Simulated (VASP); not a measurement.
Write the native input for VASP 6.6.1 that does the following.

- Task: single point
- Functional: PBEsol
- Potentials or basis: VASP PAW PBE potentials, release 64 (Ga_d, As)
- Cutoff: 520 eV
- k mesh: 9 × 6 × 1
- Occupations: gaussian, width 0.05 eV
- Spin: no spin polarisation
- Dipole correction: yes
- Further INCAR settings: ALGO = Normal; EDIFF = 1e-06; NBANDS = 36

The structure of GaAs lies in POSCAR:

```
GaAs
1.0
    4.0010046234      0.0000000000      0.0000000000
    0.0000000000      5.6582750016      0.0000000000
    0.0000000000      0.0000000000     19.0010046234
Ga As
3 3
Direct
    0.5000000000      0.5000000000      0.3947159715
    0.0000000000      0.0000000000      0.5000000000
    0.5000000000      0.5000000000      0.6052840285
    0.0000000000      0.7500000000      0.3947159715
    0.5000000000      0.2500000000      0.5000000000
    0.0000000000      0.7500000000      0.6052840285
```

One way to write it, as run:

INCAR

```
ALGO = Normal
DIPOL = 0.5 0.5 0.500
EDIFF = 1E-6
ENCUT = 520
GGA = PS
IDIPOL = 3
ISIF = 2
ISMEAR = 0
LASPH = T
LCHARG = F
LDIPOL = T
LREAL = F
LWAVE = F
NBANDS = 36
NELM = 100
PREC = Accurate
SIGMA = 0.05
```

KPOINTS

```
k-points
0
Gamma
  9 6 1
```

Potentials or basis: VASP PAW PBE potentials, release 64 (Ga_d, As).

Launch:

```sh
$ cat potpaw_PBE.64/Ga_d/POTCAR potpaw_PBE.64/As/POTCAR > POTCAR
$ mpirun -np 1 vasp_std > vasp.out
```

Results of the run:

- Largest force: 1.278 eV/Å
- Band gap on the k mesh: 0.02 eV, indirect (least direct gap 0.06 eV)

Caveat: the PAW data sets were made with another functional, which shifts forces and pressure a little.

It took 9.7 min on 1 thread of AMD EPYC 9755 128-Core Processor, with other jobs on the host, peak memory 0.52 GiB.
